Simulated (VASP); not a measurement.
Sb, 1 atom in the cell. The typed cell holds 1 atom: a = 3.459 Å, b = 3.554 Å, c = 3.342 Å, α = 58.62°, β = 55.56°, γ = 54.87°. 

* Program: VASP 6.6.1
* Task: density of states
* Functional: PBEsol
* Potentials or basis: VASP PAW PBE potentials, release 64 (Sb)
* Cutoff: 520 eV
* k mesh: 6 × 6 × 6
* Occupations: fermi-dirac, width 0.05 eV
* Spin: no spin polarisation
* Dipole correction: no
* k mesh for the DOS: 9 × 9 × 9
* Occupations for the DOS: tetrahedron
* Further INCAR settings: ALGO = Normal; EDIFF = 1e-07; NBANDS = 8

Potentials or basis: VASP PAW PBE potentials, release 64 (Sb).

Run with:

```console
$ cat potpaw_PBE.64/Sb/POTCAR > POTCAR
$ cp INCAR.step1 INCAR
$ cp KPOINTS.step1 KPOINTS
$ mpirun -np 1 vasp_std > vasp.out
$ cp INCAR.step2 INCAR
$ cp KPOINTS.step2 KPOINTS
$ mpirun -np 1 vasp_std > vasp.out
```

Hardware: 1 thread of Intel(R) Xeon(R) Platinum 8559C (Emerald Rapids), on a shared host.

Problem. How long does it take, and how much memory?

Solution. Run time: 42 s on 1 thread of Intel(R) Xeon(R) Platinum 8559C (Emerald Rapids), with other jobs on the host, peak memory 0.21 GiB. Counts: k points 365.
